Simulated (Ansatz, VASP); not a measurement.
## BN in VASP and in Ansatz

INCAR

```
SYSTEM = BN
  PREC = Accurate
  ENCUT = 600
  EDIFF = 1E-6
  ISMEAR = 0
  SIGMA = 0.02
  LREAL = .FALSE.
  LASPH = .TRUE.
  NELM = 120
  ALGO = Normal
  ISIF = 2
  LWAVE = .FALSE.
  LCHARG = .TRUE.
  LELF = .TRUE.
  LVHAR = .TRUE.
  NBANDS = 16
  GGA_COMPAT = .FALSE.
```

File KPOINTS:

```
regular mesh
0
G
  10 6 10
  0 0 0
```

Contents of POSCAR:

```
BN
1.0
    2.5145732064      0.0000000000      0.0000000000
    0.0000000000      3.5561435320      0.0000000000
    0.0000000000      0.0000000000      2.5358727739
B N
2 2
Direct
    0.0000000000      0.0001529994      0.0000000000
    0.5000000000      0.5001529994      0.5000000000
    0.0000000000      0.2498470006      0.5000000000
    0.5000000000      0.7498470006      0.0000000000
```

Input for Ansatz:

```yaml
crystal:
  lattice:
    - [2.5145732064, 0.0, 0.0]
    - [0.0, 3.556143532, 0.0]
    - [0.0, 0.0, 2.5358727739]
  atoms:
    - { symbol: B, position: [0.0, 0.0001529994, 0.0] }
    - { symbol: B, position: [0.5, 0.5001529994, 0.5] }
    - { symbol: "N", position: [0.0, 0.2498470006, 0.5] }
    - { symbol: "N", position: [0.5, 0.7498470006, 0.0] }
basis:
  ecutwfc: 420
kpoints:
  mp_grid: { grid: [10, 6, 10] }
  band_path:
    path:
      - [[0.0, 0.0, 0.0], [0.0, 1.0, 0.0], [-0.25, 1.0, 0.0]]
      - [[-0.75, 0.0, 0.0], [0.0, 0.0, 0.0], [0.0, 0.0, 0.75425316]]
      - [[0.0, 1.0, 0.24574684], [0.0, 1.0, 0.0]]
      - [[0.0, 0.0, 0.0], [-0.5, 0.5, 0.0], [-0.5, 0.5, 0.5], [0.0, 0.5, 0.5], [0.0, 0.0, 0.0], [-0.5, 0.0, 0.5], [-0.5, 0.5, 0.5]]
    npoints: 10
hamiltonian:
  xc: lda
  pseudopotentials: { kind: paw }
scf:
  occupations: { method: gaussian, width: 0.02 }
  n_extra_bands: 8
output:
  forces: true
  stress: true
  eigenvalues: true
  write_density: true
  write_potential: true
  elf: true
  volumetric_format: npy
```

Alike in both runs: task single point; functional LDA; k mesh 10 × 6 × 10; occupations gaussian, width 0.02 eV; no spin polarisation.

```csv
,VASP,Ansatz
version,VASP 6.6.1,Ansatz 0.2.0
potentials or method,"VASP PAW LDA potentials, release 64 (B, N), cutoff 600 eV","scalar-relativistic, plane waves, PAW"
valence electrons in the cell,16,16
```

```tsv
	VASP	Ansatz	Ansatz less VASP
gap on the k mesh at the Fermi level (eV)	4.31	4.32	+0.016
least direct gap on the mesh (eV)	4.31	4.32	+0.016
pressure (GPa)	5.8	5.0	-0.79
traceless stress, the component that is largest in VASP (GPa)	-5.00	-4.98	+0.022
```

LDA's correlation is that of Perdew and Zunger in VASP and of Perdew and Wang (1992) in Ansatz.
